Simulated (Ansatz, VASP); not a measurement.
**BaTe in VASP and in Ansatz**

```
CELL_PARAMETERS angstrom
0.00000 3.70901 3.70901
3.70901 0.00000 3.70901
3.70901 3.70901 0.00000
ATOMIC_POSITIONS crystal
Ba 0.00000 0.00000 0.00000
Te 0.50000 0.50000 0.50000
```

Change from the starting cell: hydrostatic strain +5.0%.

Alike in both runs: task single point; functional HSE06; k mesh 4 × 4 × 4; no spin polarisation.

|  | VASP | Ansatz |
| --- | --- | --- |
| version | VASP 6.6.1 | Ansatz 0.2.0 |
| potentials or method | VASP PAW PBE potentials, release 64 (Ba_sv, Te) | plane waves, PAW |
| plane-wave cutoff (eV) | 520 | 420 |
| occupations | gaussian, width 0.01 eV | fixed |
| valence electrons in the cell | 16 | 26 |

|  | VASP | Ansatz | Ansatz less VASP |
| --- | --- | --- | --- |
| gap on the k mesh at the Fermi level (eV) | 2.54 | 2.58 | +0.031 |
| pressure (GPa) | -3.2 | -3.3 | -0.11 |

VASP's potentials hold 16 valence electrons a cell and Ansatz's 26, so a difference there can come from the potentials and not from the codes. Ansatz's warnings: stress exchange threshold loose, stress scf threshold loose.

Neither program's run includes spin-orbit coupling.
